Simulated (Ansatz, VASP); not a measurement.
## Sb: VASP beside Ansatz

```
Sb
1.0
     3.12240    0.00000    0.00000
     0.00000    4.34752    0.00000
    -0.03891    0.00000    4.40585
Sb
2
Direct
  0.01139 0.25000 0.24117
  0.98861 0.75000 0.75883
```

Alike in both runs: task electric field gradients; functional PBE; k mesh 9 × 6 × 6; occupations fermi-dirac, width 0.05 eV; no spin polarisation.

```csv
,VASP,Ansatz
version,VASP 6.6.1,Ansatz 0.2.0
potentials or method,"VASP PAW PBE potentials, release 64 (Sb), cutoff 400 eV",all-electron PAW datasets made for the crystal
```

VASP gave:

```
gap on the k mesh at the Fermi level (eV)                     : none
pressure (GPa)                                                : 0.4
traceless stress, the component that is largest in VASP (GPa) : -0.27
rms of the force components (eV/Å)                            : 0.035
size of Vzz on the site where it differs most (V/Å²)          : 3.9
```

Task: Estimate Ansatz's values.

Result: gap on the k mesh at the Fermi level (eV): none; pressure (GPa): 0.4; traceless stress, the component that is largest in VASP (GPa): -0.27; rms of the force components (eV/Å): 0.032; size of Vzz on the site where it differs most (V/Å²): 4.0.

Atom by atom the forces differ by 0.004 eV/Å (rms over components). A gap of «none» marks a metal or a gap that the smearing closes. Ansatz ran all-electron here, and VASP with PAW potentials.

Neither program's run includes spin-orbit coupling. Noted on Ansatz's run: the program warned that the printed levels may be off, so bands, gaps and densities of states are rough.
